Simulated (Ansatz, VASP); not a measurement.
# One calculation of Zr, two programs

INCAR

```
PREC     = Accurate       # precision mode
ENCUT    = 600            # plane-wave cutoff, eV
EDIFF    = 1E-7           # SCF threshold, eV
ISMEAR   = 0              # smearing method
SIGMA    = 0.1            # smearing width, eV
LREAL    = False          # projectors in reciprocal space
LASPH    = True           # aspherical terms in the spheres
NELM     = 100            # most SCF steps
ALGO     = Fast           # electronic algorithm
ISIF     = 3              # what is computed and relaxed
LWAVE    = False          # write WAVECAR
LCHARG   = False          # write CHGCAR
GGA      = PE             # functional
IBRION   = 2              # ionic algorithm
NSW      = 80             # ionic steps
EDIFFG   = -0.05          # ionic threshold
```

Contents of KPOINTS:

```
Automatic mesh
0
Gamma
  6 6 4
```

Contents of POSCAR:

```
Zr
1.0
    3.4509329429      0.0000000000      0.0000000000
   -1.7254664714      2.9885955953      0.0000000000
    0.0000000000      0.0000000000      5.3550513245
Zr
2
Direct
    0.3333333333      0.6666666667      0.2500000000
    0.6666666667      0.3333333333      0.7500000000
```

Input for Ansatz:

```yaml
crystal:
  lattice:
    - [3.4509329429, 0.0, 0.0]
    - [-1.7254664714, 2.9885955953, 0.0]
    - [0.0, 0.0, 5.3550513245]
  atoms:
    - { symbol: Zr, position: [0.3333333333, 0.6666666667, 0.25] }
    - { symbol: Zr, position: [0.6666666667, 0.3333333333, 0.75] }
basis:
  ecutwfc: 420
kpoints:
  mp_grid: { grid: [6, 6, 4] }
hamiltonian:
  xc: pbe
scf:
  occupations: { method: gaussian, width: 0.1 }
output:
  forces: true
  stress: true
  eigenvalues: true
relax:
  adjacent_minimum: "off"
  f_tol: 0.05
  max_steps: 60
  cell: { stress_tol: 0.5 }
```

Alike in both runs: task relaxation of cell and atoms; functional PBE; k mesh 6 × 6 × 4; occupations gaussian, width 0.1 eV; no spin polarisation.

```csv
,VASP,Ansatz
version,VASP 6.6.1,Ansatz 0.2.0
potentials or method,"VASP PAW PBE potentials, release 64 (Zr_sv), cutoff 600 eV","scalar-relativistic, plane waves, PAW"
valence electrons in the cell,24,24
```

Ansatz gave:

* gap on the k mesh at the Fermi level, each at its own relaxed structure (eV): none
* relaxed volume (Å³/atom): 23.35
* relaxed cell length with the largest relative difference (Å): 5.195

Estimate VASP's values.

gap on the k mesh at the Fermi level, each at its own relaxed structure (eV): none; relaxed volume (Å³/atom): 23.34; relaxed cell length with the largest relative difference (Å): 5.190.

A gap of «none» marks a metal or a gap that the smearing closes.

Noted on VASP's run: the volume moved by over 15 % at a fixed basis, so the end points are rough.
